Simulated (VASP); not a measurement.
# TiC (P-6m2) in VASP: a series of runs

The runs below take TiC through relaxation of cell and atoms, single point, with PBE.

All numbers are computed with VASP 6.6.1; they aren't measurements. Logs are shortened: lines on timing, memory, paths and dates and some standing lists are left out, and cuts for length are marked.

### Step 1. The cell of the first run

Symmetry: P-6m2, No. 187, hexagonal system. Conventional cell: a = 2.960 Å, b = 2.960 Å, c = 2.889 Å, α = 90.00°, β = 90.00°, γ = 120.00°. Within 3.0 Å of Ti (site symmetry -6m2) lie 6 C at 2.24 Å and 8 Ti at 2.89 to 2.96 Å. C (site symmetry -6m2) has 6 Ti at 2.24 Å and 8 C at 2.89 to 2.96 Å within 3.0 Å.

The cell was built from a structure type or drawn by symmetry, and may not be a known phase.

### Step 2. Relaxation of cell and atoms, PBE

Contents of INCAR:

```
ALGO = Normal ; EDIFF = 1E-6
EDIFFG = -0.04 ; ENCUT = 600
GGA = PE ; IBRION = 2
ISIF = 3 ; ISMEAR = 0
LASPH = T ; LCHARG = F
LREAL = F ; LWAVE = F
NELM = 80 ; NSW = 90
PREC = Accurate ; SIGMA = 0.1
```

Contents of KPOINTS:

```
k-points
0
Gamma
  6 6 6
```

Contents of POSCAR:

```
TiC
1.0
    2.9600865000      0.0000000000      0.0000000000
   -1.4800432500      2.5635101100      0.0000000000
    0.0000000000      0.0000000000      2.8888978300
Ti C
1 1
Direct
    0.0000000000      0.0000000000      0.0000000000
    0.6666666700      0.3333333300      0.5000000000
```

Potentials or basis: VASP PAW PBE potentials, release 64 (Ti_sv, C).

Started as:

```
$ cat potpaw_PBE.64/Ti_sv/POTCAR potpaw_PBE.64/C/POTCAR > POTCAR
$ mpirun -np 1 vasp_std > vasp.out
```

OUTCAR:

```text
EDIFF = 1E-6
   EDIFFG = -0.04
   ENCUT = 600
   GGA = PE
   IBRION = 2
   ISIF = 3
   ISMEAR = 0
   LASPH = T
   LREAL = F
   NELM = 80
   NSW = 90
   PREC = Accurate

 ion  position               nearest neighbor table
   1  0.000  0.000  0.000-   2 2.24   2 2.24   2 2.24   2 2.24   2 2.24   2 2.24
   2  0.667  0.333  0.500-   1 2.24   1 2.24   1 2.24   1 2.24   1 2.24   1 2.24

  LATTYP: Found a hexagonal cell.
 ALAT       =     2.9600865000
 C/A-ratio  =     0.9759504764

  Lattice vectors:

 A1 = (   2.9600865000,   0.0000000000,   0.0000000000)
 A2 = (  -1.4800432500,   2.5635101100,   0.0000000000)
 A3 = (   0.0000000000,   0.0000000000,   2.8888978300)

Analysis of symmetry for initial positions (statically):
=====================================================================
 Subroutine PRICEL returns:
 Original cell was already a primitive cell.

 Routine SETGRP: Setting up the symmetry group for a
 hexagonal supercell.

 Subroutine GETGRP returns: Found 12 space group operations
 (whereof 12 operations were pure point group operations)
 out of a pool of 24 trial point group operations.

The static configuration has the point symmetry D_3h.

Analysis of symmetry for dynamics (positions and initial velocities):
=====================================================================
 Subroutine PRICEL returns:
 Original cell was already a primitive cell.

 Routine SETGRP: Setting up the symmetry group for a
 hexagonal supercell.

 Subroutine GETGRP returns: Found 12 space group operations
 (whereof 12 operations were pure point group operations)
 out of a pool of 24 trial point group operations.

The dynamic configuration has the point symmetry D_3h.

 Subroutine INISYM returns: Found 12 space group operations
 (whereof 12 operations are pure point group operations),
 and found     1 'primitive' translations

----------------------------------------------------------------------------------------

                                     Primitive cell

  volume of cell :      21.9216

  direct lattice vectors                    reciprocal lattice vectors
     2.960086500  0.000000000  0.000000000     0.337827966  0.195045067  0.000000000
    -1.480043250  2.563510110  0.000000000     0.000000000  0.390090133  0.000000000
     0.000000000  0.000000000  2.888897830     0.000000000  0.000000000  0.346152775

  length of vectors
     2.960086500  2.960086503  2.888897830     0.390090134  0.390090133  0.346152775

  position of ions in fractional coordinates (direct lattice)
     0.000000000  0.000000000  0.000000000
     0.666666670  0.333333330  0.500000000

  ion indices of the primitive-cell ions
   primitive index   ion index
                 1           1
                 2           2

----------------------------------------------------------------------------------------

 KPOINTS: k-points

Automatic generation of k-mesh.
 Grid dimensions read from file:
 generate k-points for:    6    6    6

 Generating k-lattice:

  Cartesian coordinates                     Fractional coordinates (reciprocal lattice)
     0.056304661  0.032507511  0.000000000     0.166666667  0.000000000  0.000000000
     0.000000000  0.065015022  0.000000000     0.000000000  0.166666667  0.000000000
     0.000000000  0.000000000  0.057692129     0.000000000  0.000000000  0.166666667

  Length of vectors
     0.065015022  0.065015022  0.057692129

  Shift w.r.t. Gamma in fractional coordinates (k-lattice)
     0.000000000  0.000000000  0.000000000

 Subroutine IBZKPT returns following result:
 ===========================================

 Found     28 irreducible k-points:

 Following reciprocal coordinates:
            Coordinates               Weight
  0.000000  0.000000  0.000000      1.000000
  0.166667 -0.000000  0.000000      6.000000
  0.333333 -0.000000  0.000000      6.000000
  0.500000  0.000000  0.000000      3.000000
  0.166667  0.166667  0.000000      6.000000
  0.333333  0.166667  0.000000     12.000000
[... 16 lines left out ...]
  0.166667 -0.000000  0.500000      6.000000
  0.333333 -0.000000  0.500000      6.000000
 [... further k-points ...]
   k-points           NKPTS =     28   k-points in BZ     NKDIM =     28   number of bands    NBANDS=     12
   number of dos      NEDOS =    301   number of ions     NIONS =      2
   total plane-waves  NPLWV =  13824
   dimension x,y,z NGX =    24 NGY =   24 NGZ =   24
   dimension x,y,z NGXF=    48 NGYF=   48 NGZF=   48
   ions per type =               1   1
   NGX,Y,Z   is equivalent  to a cutoff of  13.48, 13.48, 13.81 a.u.
   NGXF,Y,Z  is equivalent  to a cutoff of  26.96, 26.96, 27.62 a.u.
 SYSTEM =  unknown system
   PREC   = accura    normal or accurate (medium, high low for compatibility)
   ISTART =      0    job   : 0-new  1-cont  2-samecut
   ICHARG =      2    charge: 1-file 2-atom 10-const
   ISPIN  =      1    spin polarized calculation?
   LNONCOLLINEAR =      F non collinear calculations
   LSORBIT =      F    spin-orbit coupling
   LASPH  =      T    aspherical Exc in radial PAW
   ENCUT  =  600.0 eV  44.10 Ry    6.64 a.u.   5.91  5.91  5.77*2*pi/ulx,y,z
   NELM   =     80;   NELMIN=  2; NELMDL= -5     # of ELM steps
   EDIFF  = 0.1E-05   stopping-criterion for ELM
   LREAL  =      F    real-space projection
   EDIFFG = -.4E-01   stopping-criterion for IOM
   NSW    =     90    number of steps for IOM
   IBRION =      2    ionic relax: 0-MD 1-quasi-New 2-CG
   NFREE  =      1    steps in history (QN), initial steepest desc. (CG)
   ISIF   =      3    stress and relaxation
   ISYM   =      2    0-nonsym 1-usesym 2-fastsym
   POTIM  = 0.5000    time-step for ionic-motion
   TEBEG  =    0.0;   TEEND  =   0.0 temperature during run
   PSTRESS=    0.0 pullay stress
   NELECT =      16.0000    total number of electrons
   NUPDOWN=      -1.0000    fix difference up-down
   EMIN   =  10.00;   EMAX   =-10.00  energy-range for DOS
   EFERMI =   0.00;   METHOD = LEGACY
   ISMEAR =     0;   SIGMA  =   0.10  broadening in eV -4-tet -1-fermi 0-gaus
   EFERMI_NEDOS =   21; number of points for ismear=-14 and -15
   IALGO  =     38    algorithm
   IMIX   =      4    mixing-type and parameters
     AMIX     =   0.40;   BMIX     =  1.00
     AMIX_MAG =   1.60;   BMIX_MAG =  1.00
  volume/ion in A,a.u.               =      10.96        73.97
  Fermi-wavevector in a.u.,A,eV,Ry     =   1.473978  2.785414 29.560162  2.172611
  Thomas-Fermi vector in A             =   2.588805
   LORBIT       =      0    0 simple, 1 ext, 2 COOP (PROOUT), +10 PAW based schemes
   GGA     = PE    functional components
   LHFCALC =     F    Hartree Fock is set to
   AEXX    =    0.0000 exact exchange contribution
   IVDW    =     0    specifies the selected vdW correction
   LEPSILON=     F    determine dielectric tensor
   LRPA    =     F    only Hartree local field effects (RPA)
 conjugate gradient relaxation of ions
 non-spin polarized calculation
 Gauss-broadening in eV      SIGMA  =   0.10
  energy-cutoff  :      600.00
  volume of cell :       21.92
 maximum number of plane-waves:       744
 NGX is ok and might be reduce to    24
   NGX = 11   NGY = 11   NGZ = 11

--------------------------------------- Ionic step        1  -------------------------------------------

 number of electron      16.0000002 magnetization

 Free energy of the ion-electron system (eV)
  ---------------------------------------------------
  ext. energy  EPLUGINS =         0.00000000
  ---------------------------------------------------
  free energy    TOTEN  =       -17.20535041 eV

  energy without entropy =      -17.20283235  energy(sigma->0) =      -17.20409138

------------------------ aborting loop because EDIFF is reached ----------------------------------------

  FORCE on cell =-STRESS in cart. coord.  units (eV):
  Direction    XX          YY          ZZ          XY          YZ          ZX
  --------------------------------------------------------------------------------------
  -------------------------------------------------------------------------------------
  Total        0.8340497      0.8340498     -3.9668110      0.0000000      0.0000000      0.0000000
  in kB       60.9580294     60.9580296   -289.9215325      0.0000000      0.0000000      0.0000000
  external PRESSURE =     -56.0018245 kB  Pullay stress =       0.0000000 kB
[... 89 lines left out ...]
  FREE ENERGIE OF THE ION-ELECTRON SYSTEM (eV)
  ---------------------------------------------------
  free  energy   TOTEN  =       -17.3404868049 eV

  energy  without entropy=      -17.3375245443  energy(sigma->0) =      -17.33900567

[... ionic steps 4 to 7 ...]

--------------------------------------- Ionic step        8  -------------------------------------------

 number of electron      15.9999996 magnetization

------------------------ aborting loop because EDIFF is reached ----------------------------------------

  FORCE on cell =-STRESS in cart. coord.  units (eV):
  Direction    XX          YY          ZZ          XY          YZ          ZX
  --------------------------------------------------------------------------------------
  -------------------------------------------------------------------------------------
  Total        0.0252146      0.0252146      0.1664739      0.0000000      0.0000000      0.0000000
  in kB        1.8695969      1.8695970     12.3436267      0.0000000      0.0000000      0.0000000
  external PRESSURE =       5.3609402 kB  Pullay stress =       0.0000000 kB
[... 57 lines left out ...]
  energy  without entropy=      -17.3590977648  energy(sigma->0) =      -17.35951115

--------------------------------------- Ionic step       10  -------------------------------------------

 number of electron      15.9999996 magnetization

 Free energy of the ion-electron system (eV)
  ---------------------------------------------------
  ext. energy  EPLUGINS =         0.00000000
  ---------------------------------------------------
  free energy    TOTEN  =       -17.35999301 eV

  energy without entropy =      -17.35911785  energy(sigma->0) =      -17.35955543

 E-fermi :   8.6315     XC(G=0): -12.2857

 val. band max:        8.4907431412   @ k =   0.3333   0.1667   0.0000
 cond. band min:       8.7577099171   @ k =   0.3333  -0.0000   0.0000
 fundamental gap:      0.2669667759
 Fermi energy:         8.6314834352

 k-point     1 :       0.0000    0.0000    0.0000
  band No.  band energies     occupation
      1     -47.9400      2.00000
      2     -24.1001      2.00000
      3     -24.1001      2.00000
      4     -23.6260      2.00000
      5      -3.3963      2.00000
      6       6.9693      2.00000
      7       6.9693      2.00000
      8       7.6506      2.00000
      9      10.9928      0.00000
     10      11.9602      0.00000
     11      11.9602      0.00000
     12      14.2912      0.00000
[... 331 lines left out ...]
 k-point    24 :       0.3333   -0.0000    0.5000
  band No.  band energies     occupation
      1     -47.8007      2.00000
      2     -24.3359      2.00000
      3     -24.2765      2.00000
      4     -24.0762      2.00000
      5      -0.1996      2.00000
      6       4.3235      2.00000
      7       6.5990      2.00000
      8       6.6857      2.00000
      9       9.3478      0.00000
     10      11.2383      0.00000
     11      13.4824      0.00000
     12      13.6358      0.00000

 [... further k-points ...]
[... 5 lines left out ...]
  --------------------------------------------------------------------------------------
  -------------------------------------------------------------------------------------
  Total        0.0100439      0.0100439     -0.0015267      0.0000000      0.0000000      0.0000000
  in kB        0.7433956      0.7433956     -0.1130016      0.0000000      0.0000000      0.0000000
  external PRESSURE =       0.4579299 kB  Pullay stress =       0.0000000 kB
[... 17 lines left out ...]
  FREE ENERGIE OF THE ION-ELECTRON SYSTEM (eV)
  ---------------------------------------------------
  free  energy   TOTEN  =       -17.3599930093 eV

  energy  without entropy=      -17.3591178458  energy(sigma->0) =      -17.35955543

 reached required accuracy - stopping structural energy minimisation
```

It took 23 s on 1 thread of Intel Xeon 6975P-C (Granite Rapids), shared host; peak memory 0.15 GiB.

What came out:

```yaml
Free_energy: -17.3600 eV
Relaxed_volume: 10.82 Å³/atom
Relaxed_cell: a = 3.052 Å, b = 3.052 Å, c = 2.684 Å, α = 90.00°, β = 90.00°, γ = 120.00°
Space_group_after_relaxing_to_0.1_Å: P-6m2 (No. 187)
Energy_gained_by_relaxing: 77.3 meV/atom
Ionic_steps: 10
Pressure_after_relaxing: 0.0 GPa
Band_gap_on_the_k_mesh: 0.27 eV (least direct gap 0.38 eV)
```

Stress tensor (GPa, compression positive):
```
 0.07  0.00  0.00
 0.00  0.07  0.00
 0.00  0.00 -0.01
```

The path:
| step | energy change (eV) | largest force (eV/Å) | pressure (GPa) | volume (Å³) |
| --- | --- | --- | --- | --- |
| 1 | 0.0000 | 0.0000 | -5.60 | 21.92 |
| 2 | -0.1110 | 0.0000 | 12.18 | 20.63 |
| 3 | -0.1351 | 0.0000 | 5.87 | 21.05 |
| 4 | -0.1364 | 0.0000 | 6.83 | 20.98 |
| 5 | -0.1461 | 0.0000 | -3.79 | 22.12 |
| 6 | -0.1545 | 0.0000 | 0.34 | 21.63 |
| 7 | -0.1545 | 0.0000 | 0.42 | 21.62 |
| 8 | -0.1545 | 0.0000 | 0.54 | 21.61 |
| 9 | -0.1546 | 0.0000 | -0.19 | 21.67 |
| 10 | -0.1546 | 0.0000 | 0.05 | 21.65 |

Final structure:
```xyz
2
Lattice="3.0517 0.0000 0.0000 -1.5259 2.6429 0.0000 0.0000 0.0000 2.6839" Properties=species:S:1:pos:R:3 pbc="T T T"
Ti    0.0000    0.0000    0.0000
C     1.5259    0.8810    1.3420
```

Levels at points of the mesh, in eV from the valence-band top:
| k point | band 4 | band 5 | band 6 | band 7 | band 8 | band 9 | band 10 | band 11 | band 12 |
| --- | --- | --- | --- | --- | --- | --- | --- | --- | --- |
| (0.00, 0.00, 0.00) | -32.12 | -11.89 | -1.52 | -1.52 | -0.84 | 2.50 | 3.47 | 3.47 | 5.80 |
| (0.50, 0.00, 0.00) | -32.07 | -9.52 | -4.75 | -0.64 | -0.10 | 0.28 | 3.18 | 3.57 | 3.79 |
| (0.00, 0.00, 0.50) | -32.51 | -8.71 | -5.48 | -0.44 | -0.44 | 1.26 | 1.26 | 4.82 | 4.88 |
| (0.50, 0.00, 0.50) | -32.59 | -8.66 | -3.90 | -2.42 | -2.14 | 1.63 | 3.38 | 4.47 | 5.66 |

(Part 1 of 3 ends here.)
